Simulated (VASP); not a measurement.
# SnSe2 (P-3m1) in VASP: notebook

SnSe2 is run at these levels: PBE; tasks: single point.

Program: VASP 6.6.1. These are calculated values, not measurements. Logs are shortened: lines on timing, memory, paths and dates and some standing lists are left out, and cuts for length are marked.

## Step 1: The cell of the first run

Symmetry: P-3m1, No. 164, trigonal system. The conventional cell has a = 3.825 Å, b = 3.825 Å, c = 6.227 Å, α = 90.00°, β = 90.00°, γ = 120.00°. Sn (site symmetry -3m) has 6 Se at 2.71 Å within 3.6 Å. Se (site symmetry 3m) has 3 Sn at 2.71 Å within 3.6 Å.

## Step 2: Single point, PBE

The input, INCAR:

```
SYSTEM = SnSe2
  ALGO = Normal
  EDIFF = 1E-6
  ENCUT = 520
  GGA = PE
  ISIF = 2
  ISMEAR = 0
  LASPH = .TRUE.
  LCHARG = .FALSE.
  LREAL = .FALSE.
  LWAVE = .FALSE.
  NBANDS = 20
  NELM = 60
  PREC = Accurate
  SIGMA = 0.01
```

The input, KPOINTS:

```
k-points
0
G
  6 6 4
  0 0 0
```

The input, POSCAR:

```
SnSe2
1.0
    3.8251638426      0.0000000000      0.0000000000
   -1.9125819213      3.3126890613      0.0000000000
    0.0000000000      0.0000000000      6.2270560849
Sn Se
1 2
Direct
    0.0000000000      0.0000000000      0.0000000000
    0.3333333333      0.6666666667      0.2530760455
    0.6666666667      0.3333333333      0.7469239545
```

Potentials or basis: VASP PAW PBE potentials, release 64 (Sn_d, Se).

On the command line:

```console
> cat potpaw_PBE.64/Sn_d/POTCAR potpaw_PBE.64/Se/POTCAR > POTCAR
> mpirun -np 1 vasp_std > vasp.out
```

OUTCAR:

```text
SYSTEM = SnSe2
   EDIFF = 1E-6
   ENCUT = 520
   GGA = PE
   ISIF = 2
   ISMEAR = 0
   LASPH = .TRUE.
   LREAL = .FALSE.
   NELM = 60
   PREC = Accurate

 ion  position               nearest neighbor table
   1  0.000  0.000  0.000-   2 2.71   3 2.71   2 2.71   3 2.71   3 2.71   2 2.71
   2  0.333  0.667  0.253-   1 2.71   1 2.71   1 2.71
   3  0.667  0.333  0.747-   1 2.71   1 2.71   1 2.71

  LATTYP: Found a hexagonal cell.
 ALAT       =     3.8251638426
 C/A-ratio  =     1.6279187876

  Lattice vectors:

 A1 = (   3.8251638426,   0.0000000000,   0.0000000000)
 A2 = (  -1.9125819213,   3.3126890613,   0.0000000000)
 A3 = (   0.0000000000,   0.0000000000,   6.2270560849)

Analysis of symmetry for initial positions (statically):
=====================================================================
 Subroutine PRICEL returns:
 Original cell was already a primitive cell.

 Routine SETGRP: Setting up the symmetry group for a
 hexagonal supercell.

 Subroutine GETGRP returns: Found 12 space group operations
 (whereof 12 operations were pure point group operations)
 out of a pool of 24 trial point group operations.

The static configuration has the point symmetry D_3d.

Analysis of symmetry for dynamics (positions and initial velocities):
=====================================================================
 Subroutine PRICEL returns:
 Original cell was already a primitive cell.

 Routine SETGRP: Setting up the symmetry group for a
 hexagonal supercell.

 Subroutine GETGRP returns: Found 12 space group operations
 (whereof 12 operations were pure point group operations)
 out of a pool of 24 trial point group operations.

The dynamic configuration has the point symmetry D_3d.

 Subroutine INISYM returns: Found 12 space group operations
 (whereof 12 operations are pure point group operations),
 and found     1 'primitive' translations

----------------------------------------------------------------------------------------

                                     Primitive cell

  volume of cell :      78.9066

  direct lattice vectors                    reciprocal lattice vectors
     3.825163843  0.000000000  0.000000000     0.261426710  0.150934782  0.000000000
    -1.912581921  3.312689061  0.000000000     0.000000000  0.301869563  0.000000000
     0.000000000  0.000000000  6.227056085     0.000000000  0.000000000  0.160589528

  length of vectors
     3.825163843  3.825163843  6.227056085     0.301869563  0.301869563  0.160589528

  position of ions in fractional coordinates (direct lattice)
     0.000000000  0.000000000  0.000000000
     0.333333333  0.666666667  0.253076046
     0.666666667  0.333333333  0.746923954

  ion indices of the primitive-cell ions
   primitive index   ion index
                 1           1
                 2           2
                 3           3

----------------------------------------------------------------------------------------

 KPOINTS: k-points

Automatic generation of k-mesh.
 Grid dimensions read from file:
 generate k-points for:    6    6    4

 Generating k-lattice:

  Cartesian coordinates                     Fractional coordinates (reciprocal lattice)
     0.043571118  0.025155797  0.000000000     0.166666667  0.000000000  0.000000000
     0.000000000  0.050311594  0.000000000     0.000000000  0.166666667  0.000000000
     0.000000000  0.000000000  0.040147382     0.000000000  0.000000000  0.250000000

  Length of vectors
     0.050311594  0.050311594  0.040147382

  Shift w.r.t. Gamma in fractional coordinates (k-lattice)
     0.000000000  0.000000000  0.000000000

 Subroutine IBZKPT returns following result:
 ===========================================

 Found     24 irreducible k-points:

 Following reciprocal coordinates:
            Coordinates               Weight
  0.000000  0.000000  0.000000      1.000000
  0.166667  0.000000  0.000000      6.000000
  0.333333  0.000000  0.000000      6.000000
  0.500000  0.000000  0.000000      3.000000
  0.166667  0.166667  0.000000      6.000000
  0.333333  0.166667  0.000000     12.000000
[... 16 lines left out ...]
  0.333333  0.166667  0.500000     12.000000
  0.333333  0.333333  0.500000      2.000000
   k-points           NKPTS =     24   k-points in BZ     NKDIM =     24   number of bands    NBANDS=     20
   number of dos      NEDOS =    301   number of ions     NIONS =      3
   total plane-waves  NPLWV =  37632
   dimension x,y,z NGX =    28 NGY =   28 NGZ =   48
   dimension x,y,z NGXF=    56 NGYF=   56 NGZF=   96
   ions per type =               1   2
   NGX,Y,Z   is equivalent  to a cutoff of  12.17, 12.17, 12.81 a.u.
   NGXF,Y,Z  is equivalent  to a cutoff of  24.34, 24.34, 25.63 a.u.
 SYSTEM =  SnSe2
   PREC   = accura    normal or accurate (medium, high low for compatibility)
   ISTART =      0    job   : 0-new  1-cont  2-samecut
   ICHARG =      2    charge: 1-file 2-atom 10-const
   ISPIN  =      1    spin polarized calculation?
   LNONCOLLINEAR =      F non collinear calculations
   LSORBIT =      F    spin-orbit coupling
   LASPH  =      T    aspherical Exc in radial PAW
   ENCUT  =  520.0 eV  38.22 Ry    6.18 a.u.   7.11  7.11 11.58*2*pi/ulx,y,z
   NELM   =     60;   NELMIN=  2; NELMDL= -5     # of ELM steps
   EDIFF  = 0.1E-05   stopping-criterion for ELM
   LREAL  =      F    real-space projection
   EDIFFG = 0.1E-04   stopping-criterion for IOM
   NSW    =      0    number of steps for IOM
   IBRION =     -1    ionic relax: 0-MD 1-quasi-New 2-CG
   NFREE  =      0    steps in history (QN), initial steepest desc. (CG)
   ISIF   =      2    stress and relaxation
   ISYM   =      2    0-nonsym 1-usesym 2-fastsym
   POTIM  = 0.5000    time-step for ionic-motion
   TEBEG  =    0.0;   TEEND  =   0.0 temperature during run
   PSTRESS=    0.0 pullay stress
   NELECT =      26.0000    total number of electrons
   NUPDOWN=      -1.0000    fix difference up-down
   EMIN   =  10.00;   EMAX   =-10.00  energy-range for DOS
   EFERMI =   0.00;   METHOD = LEGACY
   ISMEAR =     0;   SIGMA  =   0.01  broadening in eV -4-tet -1-fermi 0-gaus
   EFERMI_NEDOS =   21; number of points for ismear=-14 and -15
   IALGO  =     38    algorithm
   IMIX   =      4    mixing-type and parameters
     AMIX     =   0.40;   BMIX     =  1.00
     AMIX_MAG =   1.60;   BMIX_MAG =  1.00
  volume/ion in A,a.u.               =      26.30       177.50
  Fermi-wavevector in a.u.,A,eV,Ry     =   1.130737  2.136782 17.395936  1.278565
  Thomas-Fermi vector in A             =   2.267434
   LORBIT       =      0    0 simple, 1 ext, 2 COOP (PROOUT), +10 PAW based schemes
   GGA     = PE    functional components
   LHFCALC =     F    Hartree Fock is set to
   AEXX    =    0.0000 exact exchange contribution
   IVDW    =     0    specifies the selected vdW correction
   LEPSILON=     F    determine dielectric tensor
   LRPA    =     F    only Hartree local field effects (RPA)
 non-spin polarized calculation
 Gauss-broadening in eV      SIGMA  =   0.01
  energy-cutoff  :      520.00
  volume of cell :       78.91
 maximum number of plane-waves:      2148
   NGX = 15   NGY = 15   NGZ = 23

 number of electron      26.0000000 magnetization

 Free energy of the ion-electron system (eV)
  ---------------------------------------------------
  ext. energy  EPLUGINS =         0.00000000
  ---------------------------------------------------
  free energy    TOTEN  =       -11.81273761 eV

  energy without entropy =      -11.81273761  energy(sigma->0) =      -11.81273761

 E-fermi :   3.9479     XC(G=0):  -9.3733

 val. band max:        3.8921547735   @ k =   0.1667   0.0000   0.0000
 cond. band min:       4.6789203887   @ k =   0.5000   0.0000   0.5000
 fundamental gap:      0.7867656151
 Fermi energy:         3.9478536858

 k-point     1 :       0.0000    0.0000    0.0000
  band No.  band energies     occupation
      1     -17.2886      2.00000
      2     -17.2886      2.00000
      3     -17.2529      2.00000
      4     -17.2407      2.00000
      5     -17.2407      2.00000
      6      -9.8293      2.00000
[... 12 lines left out ...]
     19      12.9310      0.00000
     20      12.9310      0.00000

 k-point     2 :       0.1667    0.0000    0.0000
  band No.  band energies     occupation
      1     -17.3000      2.00000
      2     -17.2798      2.00000
      3     -17.2487      2.00000
      4     -17.2436      2.00000
      5     -17.2392      2.00000
      6      -9.5637      2.00000
[... 12 lines left out ...]
     19      12.1864      0.00000
     20      13.2082      0.00000

 k-point     3 :       0.3333    0.0000    0.0000
  band No.  band energies     occupation
      1     -17.3263      2.00000
      2     -17.2694      2.00000
      3     -17.2585      2.00000
      4     -17.2287      2.00000
      5     -17.2275      2.00000
      6      -8.8593      2.00000
[... 12 lines left out ...]
     19      12.9447      0.00000
     20      13.7017      0.00000

 k-point     4 :       0.5000    0.0000    0.0000
  band No.  band energies     occupation
      1     -17.3402      2.00000
      2     -17.2679      2.00000
      3     -17.2632      2.00000
      4     -17.2197      2.00000
      5     -17.2189      2.00000
      6      -8.2565      2.00000
[... 12 lines left out ...]
     19      13.8497      0.00000
     20      14.5455      0.00000

 k-point     5 :       0.1667    0.1667    0.0000
  band No.  band energies     occupation
      1     -17.3133      2.00000
      2     -17.2771      2.00000
      3     -17.2514      2.00000
      4     -17.2418      2.00000
      5     -17.2272      2.00000
      6      -9.0729      2.00000
[... 12 lines left out ...]
     19      10.9924      0.00000
     20      14.0411      0.00000

 k-point     6 :       0.3333    0.1667    0.0000
  band No.  band energies     occupation
      1     -17.3263      2.00000
      2     -17.2791      2.00000
      3     -17.2550      2.00000
      4     -17.2307      2.00000
      5     -17.2191      2.00000
      6      -8.3256      2.00000
[... 12 lines left out ...]
     19      12.5382      0.00000
     20      13.9431      0.00000

 k-point     7 :       0.3333    0.3333    0.0000
  band No.  band energies     occupation
      1     -17.3045      2.00000
      2     -17.3045      2.00000
      3     -17.2396      2.00000
      4     -17.2396      2.00000
      5     -17.2223      2.00000
      6      -7.8307      2.00000
[... 12 lines left out ...]
     19      12.4562      0.00000
     20      12.4562      0.00000
[... 277 lines left out ...]
 k-point    20 :       0.3333    0.0000    0.5000
  band No.  band energies     occupation
      1     -17.3264      2.00000
      2     -17.2694      2.00000
      3     -17.2586      2.00000
      4     -17.2287      2.00000
      5     -17.2274      2.00000
      6      -8.7092      2.00000
[... 12 lines left out ...]
     19      13.5799      0.00000
     20      13.7841      0.00000

 k-point    21 :       0.5000    0.0000    0.5000
  band No.  band energies     occupation
      1     -17.3404      2.00000
      2     -17.2679      2.00000
      3     -17.2632      2.00000
      4     -17.2197      2.00000
      5     -17.2188      2.00000
      6      -8.1590      2.00000
[... 12 lines left out ...]
     19      13.5379      0.00000
     20      14.5503      0.00000

 k-point    22 :       0.1667    0.1667    0.5000
  band No.  band energies     occupation
      1     -17.3134      2.00000
      2     -17.2771      2.00000
      3     -17.2514      2.00000
      4     -17.2418      2.00000
      5     -17.2272      2.00000
      6      -8.9122      2.00000
[... 12 lines left out ...]
     19      11.9645      0.00000
     20      13.0870      0.00000

 k-point    23 :       0.3333    0.1667    0.5000
  band No.  band energies     occupation
      1     -17.3265      2.00000
      2     -17.2792      2.00000
      3     -17.2551      2.00000
      4     -17.2307      2.00000
      5     -17.2190      2.00000
      6      -8.2183      2.00000
[... 12 lines left out ...]
     19      12.3260      0.00000
     20      13.6799      0.00000

 k-point    24 :       0.3333    0.3333    0.5000
  band No.  band energies     occupation
      1     -17.3046      2.00000
      2     -17.3046      2.00000
      3     -17.2396      2.00000
      4     -17.2396      2.00000
      5     -17.2222      2.00000
      6      -7.8183      2.00000
[... 12 lines left out ...]
     19      13.0758      0.00000
     20      13.0956      0.00000

------------------------ aborting loop because EDIFF is reached ----------------------------------------

  FORCE on cell =-STRESS in cart. coord.  units (eV):
  Direction    XX          YY          ZZ          XY          YZ          ZX
  --------------------------------------------------------------------------------------
  -------------------------------------------------------------------------------------
  Total        1.4804115      1.4804115      1.4816092     -0.0000000     -0.0000000      0.0000000
  in kB       30.0593465     30.0593465     30.0836663     -0.0000000     -0.0000000      0.0000000
  external PRESSURE =      30.0674531 kB  Pullay stress =       0.0000000 kB

 VOLUME and BASIS-vectors are now :
 -----------------------------------------------------------------------------
  energy-cutoff  :      520.00
  volume of cell :       78.91
      direct lattice vectors                 reciprocal lattice vectors
     3.825163843  0.000000000  0.000000000     0.261426710  0.150934782  0.000000000
    -1.912581921  3.312689061  0.000000000     0.000000000  0.301869563  0.000000000
     0.000000000  0.000000000  6.227056085     0.000000000  0.000000000  0.160589528

 POSITION                                       TOTAL-FORCE (eV/Angst)
 -----------------------------------------------------------------------------------
      0.00000      0.00000      0.00000        -0.000000      0.000000     -0.000000
     -0.00000      2.20846      1.57592         0.000000     -0.000000      0.261828
      1.91258      1.10423      4.65114        -0.000000      0.000000     -0.261828
 -----------------------------------------------------------------------------------
    total drift:                               -0.000000     -0.000000      0.000000

  FREE ENERGIE OF THE ION-ELECTRON SYSTEM (eV)
  ---------------------------------------------------
  free  energy   TOTEN  =       -11.8127376142 eV

  energy  without entropy=      -11.8127376142  energy(sigma->0) =      -11.81273761
```

Wall time 18 s (1 thread of Intel Xeon 6975P-C (Granite Rapids), shared host); peak memory 0.19 GiB.

Results:

| Quantity | Value |
| --- | --- |
| Free energy | -11.8127 eV |
| Pressure | 3.0 GPa |
| Largest force | 0.262 eV/Å |
| Band gap on the k mesh | 0.79 eV, indirect (least direct gap 1.12 eV) |

Forces in eV/Å, atoms in the order of the input:
```
Sn   0.000  0.000  0.000
Se   0.000  0.000  0.262
Se   0.000  0.000 -0.262
```

Levels at points of the mesh, in eV from the valence-band top:
| k point | band 10 | band 11 | band 12 | band 13 | band 14 | band 15 | band 16 | band 17 |
| --- | --- | --- | --- | --- | --- | --- | --- | --- |
| (0.00, 0.00, 0.00) | -0.52 | -0.25 | -0.25 | -0.07 | 1.05 | 3.11 | 4.70 | 4.70 |
| (0.50, 0.00, 0.00) | -2.84 | -2.42 | -1.20 | -0.22 | 1.20 | 3.80 | 5.37 | 5.43 |
| (0.00, 0.00, 0.50) | -0.61 | -0.61 | -0.09 | -0.09 | 2.49 | 3.03 | 4.44 | 4.44 |
| (0.50, 0.00, 0.50) | -2.25 | -1.94 | -0.78 | -0.61 | 0.79 | 4.21 | 4.77 | 5.84 |

Caveat: spin-orbit coupling is left out, which moves the levels of the heavy elements; this functional lacks dispersion, which binds the layers, so the pressure and a relaxed spacing across them are unreliable. A k mesh can miss the band edges.

## Step 3: Single point, PBE, non-collinear spin, zero start, spin-orbit coupling

The input, INCAR:

```
SYSTEM = SnSe2
PREC = Accurate ; ENCUT = 520
EDIFF = 1E-6 ; ISMEAR = -1
SIGMA = 0.02 ; LREAL = .False.
LASPH = .True. ; NELM = 150
ALGO = Normal ; ISIF = 2
LWAVE = .False. ; LCHARG = .False.
LNONCOLLINEAR = .True. ; MAGMOM = 0 0 0 0 0 0 0 0 0
LORBIT = 11 ; LSORBIT = .True.
GGA_COMPAT = .False. ; LORBMOM = .True.
GGA = PE ; NBANDS = 39
```

The input, KPOINTS:

```
Automatic mesh
0
Gamma
  6 6 4
  0 0 0
```

POSCAR is that of step 2.

Potentials or basis: VASP PAW PBE potentials, release 64 (Sn_d, Se).

On the command line:

```console
> cat potpaw_PBE.64/Sn_d/POTCAR potpaw_PBE.64/Se/POTCAR > POTCAR
> mpirun -np 1 vasp_ncl > vasp.out
```

Wall time 87 s (1 thread of Intel Xeon 6975P-C (Granite Rapids), shared host); peak memory 0.39 GiB.

Results (log left out):

```yaml
Free_energy: -11.9034 eV
Pressure: 3.1 GPa
Largest_force: 0.269 eV/Å
Net_moment: 0.00 μB per cell
Valence_electrons_inside_the_program's_atomic_spheres: Sn 12.18; Se 3.82
```

Forces in eV/Å, atoms in the order of the input:
```
Sn   0.000  0.000  0.000
Se   0.000  0.000  0.269
Se   0.000  0.000 -0.269
```

Moments on the atoms (μB; x, y, z):
```
Sn  0.00 0.00 0.00
Se  0.00 0.00 0.00
Se  0.00 0.00 0.00
```

Caveat: this functional lacks dispersion, which binds the layers, so the pressure and a relaxed spacing across them are unreliable.
